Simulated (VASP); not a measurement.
The system is RePd.

```
Re Pd
1.0
     3.12744    0.00000    0.00000
    -1.56372    2.70844    0.00000
     0.00000    0.00000    3.05034
Re Pd
1 1
Direct
  0.00000 0.00000 0.00000
  0.66667 0.33333 0.50000
```

| Item | Value |
| --- | --- |
| Program | VASP 6.6.1 |
| Task | relaxation of cell and atoms |
| Functional | PBE |
| Potentials or basis | VASP PAW PBE potentials, release 64 (Re, Pd) |
| Cutoff | 600 eV |
| k mesh | 6 × 6 × 6 |
| Occupations | gaussian, width 0.1 eV |
| Spin | no spin polarisation |

At the start: pressure 110.3 GPa; volume 12.92 Å³/atom.

Q: Where does the relaxation end?

A: Over 19 steps the energy falls by 2203.3 meV/atom and the volume is 14.81 Å³/atom (+14.6 %); space group P-6m2 (No. 187, to 0.05 Å).

The path:
```csv
step,energy change (eV),largest force (eV/Å),pressure (GPa),volume (Å³)
1,0.0000,0.0000,110.34,25.84
2,4.3658,0.0000,-20.49,75.07
3,1.0027,0.0000,-30.55,54.18
4,-1.2608,0.0000,-28.34,42.39
5,-2.2009,0.0000,1.23,33.45
6,-2.2032,0.0000,-2.66,34.05
7,-2.2041,0.0000,-1.50,33.86
8,-2.4476,0.0000,-3.47,33.47
9,-3.6551,0.0000,-8.25,31.68
10,-2.5891,0.0000,72.22,25.96
11,-4.2475,0.0000,-4.43,30.26
12,-4.3047,0.0000,14.51,28.40
13,-4.3990,0.0000,3.40,29.27
14,-4.3992,0.0000,4.83,29.14
15,-4.1711,0.0000,-19.22,32.45
16,-4.4063,0.0000,0.04,29.62
17,-4.4063,0.0000,0.42,29.58
18,-4.4054,0.0000,-0.87,29.70
19,-4.4066,0.0000,0.00,29.62
```

Final structure:
```yaml
crystal:
  lattice:
    - [2.75430, 0.00000, 0.00000]
    - [-1.37715, 2.38529, 0.00000]
    - [0.00000, 0.00000, 4.50855]
  atoms:
    - { symbol: Re, position: [0.00000, 0.00000, 0.00000] }
    - { symbol: Pd, position: [0.66667, 0.33333, 0.50000] }
```

Caveat: the k points lie up to 0.44 Å⁻¹ apart in the final cell.
